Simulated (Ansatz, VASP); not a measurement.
**One calculation of BN, two programs**

Contents of INCAR:

```
SYSTEM = BN
PREC = Accurate ; ENCUT = 600
EDIFF = 1E-6 ; ISMEAR = 0
SIGMA = 0.02 ; LREAL = .FALSE.
LASPH = .TRUE. ; NELM = 120
ALGO = Normal ; ISIF = 2
LWAVE = .FALSE. ; LCHARG = .FALSE.
GGA = PE ; IVDW = 12
NBANDS = 11 ; GGA_COMPAT = .FALSE.
```

File KPOINTS:

```
regular mesh
0
G
  12 12 12
  0 0 0
```

Contents of POSCAR:

```
BN
1.0
    0.0000000000      1.7664424186      1.7664424186
    1.7664424186      0.0000000000      1.7664424186
    1.7664424186      1.7664424186      0.0000000000
B N
1 1
Direct
    0.0000000000      0.0000000000      0.0000000000
    0.2500000000      0.2500000000      0.2500000000
```

Input for Ansatz:

```yaml
crystal:
  lattice:
    - [0.0, 1.7664424186, 1.7664424186]
    - [1.7664424186, 0.0, 1.7664424186]
    - [1.7664424186, 1.7664424186, 0.0]
  atoms:
    - { symbol: B, position: [0.0, 0.0, 0.0] }
    - { symbol: "N", position: [0.25, 0.25, 0.25] }
basis:
  ecutwfc: 420
kpoints:
  mp_grid: { grid: [12, 12, 12] }
hamiltonian:
  xc: pbe
  dispersion: d3bj
scf:
  occupations: { method: gaussian, width: 0.02 }
output:
  forces: true
  stress: true
  eigenvalues: true
```

Alike in both runs: task single point; functional PBE; dispersion D3(BJ); k mesh 12 × 12 × 12; occupations gaussian, width 0.02 eV; no spin polarisation.

|  | VASP | Ansatz |
| --- | --- | --- |
| version | VASP 6.6.1 | Ansatz 0.2.0 |
| potentials or method | VASP PAW PBE potentials, release 64 (B, N), cutoff 600 eV | scalar-relativistic, plane waves, PAW |
| valence electrons in the cell | 8 | 8 |

|  | VASP | Ansatz | Ansatz less VASP |
| --- | --- | --- | --- |
| gap on the k mesh at the Fermi level (eV) | 4.53 | 4.54 | +0.010 |
| least direct gap on the mesh (eV) | 9.15 | 9.16 | +0.011 |
| pressure (GPa) | 26.6 | 26.4 | -0.20 |
